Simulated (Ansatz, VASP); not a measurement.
One calculation of Ag, two programs

File INCAR:

```
ALGO     = Normal         # electronic algorithm
EDIFF    = 1E-6           # SCF threshold, eV
EDIFFG   = -0.005         # ionic threshold
ENCUT    = 600            # plane-wave cutoff, eV
GGA      = CA             # functional
IBRION   = 2              # ionic algorithm
ISIF     = 3              # what is computed and relaxed
ISMEAR   = 0              # smearing method
LASPH    = T              # aspherical terms in the spheres
LCHARG   = F              # write CHGCAR
LREAL    = F              # projectors in reciprocal space
LWAVE    = F              # write WAVECAR
NELM     = 100            # most SCF steps
NSW      = 100            # ionic steps
PREC     = Accurate       # precision mode
SIGMA    = 0.1            # smearing width, eV
```

KPOINTS

```
k-points
0
Gamma
  18 18 18
```

File POSCAR:

```
Ag
1.0
    0.0000000000      2.0026471504      2.0026471504
    2.0026471504      0.0000000000      2.0026471504
    2.0026471504      2.0026471504      0.0000000000
Ag
1
Direct
    0.0000000000      0.0000000000      0.0000000000
```

Input for Ansatz:

```yaml
crystal:
  lattice:
    - [0.0, 2.0026471504, 2.0026471504]
    - [2.0026471504, 0.0, 2.0026471504]
    - [2.0026471504, 2.0026471504, 0.0]
  atoms:
    - { symbol: Ag, position: [0.0, 0.0, 0.0] }
basis:
  ecutwfc: 420
kpoints:
  mp_grid: { grid: [18, 18, 18] }
hamiltonian:
  xc: lda
scf:
  occupations: { method: gaussian, width: 0.1 }
output:
  forces: true
  stress: true
  eigenvalues: true
relax:
  adjacent_minimum: "off"
  f_tol: 0.005
  max_steps: 80
  cell: { stress_tol: 0.05 }
```

Alike in both runs: task relaxation of cell and atoms; functional LDA; k mesh 18 × 18 × 18; occupations gaussian, width 0.1 eV; no spin polarisation.

```csv
,VASP,Ansatz
version,VASP 6.6.1,Ansatz 0.2.0
potentials or method,"VASP PAW LDA potentials, release 64 (Ag), cutoff 600 eV","scalar-relativistic, plane waves, PAW"
valence electrons in the cell,11,19
```

```tsv
	VASP	Ansatz	Ansatz less VASP
gap on the k mesh at the Fermi level, each at its own relaxed structure (eV)	none	none	-
relaxed volume (Å³/atom)	16.04	16.02	-0.014
relaxed cell length with the largest relative difference (Å)	2.831	2.830	-0.0008
```

LDA's correlation is that of Perdew and Zunger in VASP and of Perdew and Wang (1992) in Ansatz. A gap of «none» marks a metal or a gap that the smearing closes. VASP's potentials hold 11 valence electrons a cell and Ansatz's 19, so a difference there can come from the potentials and not from the codes.
